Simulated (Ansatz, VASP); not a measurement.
## HfC: VASP beside Ansatz

```
Hf C
1.0
     0.00000    2.39475    2.39475
     2.39475    0.00000    2.39475
     2.39475    2.39475    0.00000
Hf C
1 1
Direct
  0.50000 0.50000 0.50000
  0.00000 0.00000 0.00000
```

Change from the starting cell: strain +0.030 along x and y, +0.030 along z, atoms carried along.

Alike in both runs: task single point; functional PBE; k mesh 18 × 18 × 18; occupations gaussian, width 0.15 eV; no spin polarisation.

|  | VASP | Ansatz |
| --- | --- | --- |
| version | VASP 6.6.1 | Ansatz 0.2.0 |
| potentials or method | VASP PAW PBE potentials, release 64 (Hf_pv, C), cutoff 520 eV | scalar-relativistic, plane waves, PAW |
| valence electrons in the cell | 14 | 30 |

|  | VASP | Ansatz | Ansatz less VASP |
| --- | --- | --- | --- |
| gap on the k mesh at the Fermi level (eV) | none | none | - |
| pressure (GPa) | -18.1 | -17.3 | +0.81 |

A gap of «none» marks a metal or a gap that the smearing closes. With one functional, cell and mesh, what is left measures potentials, basis and numerics. VASP's potentials hold 14 valence electrons a cell and Ansatz's 30, so a difference there can come from the potentials and not from the codes.

Neither program's run includes spin-orbit coupling.
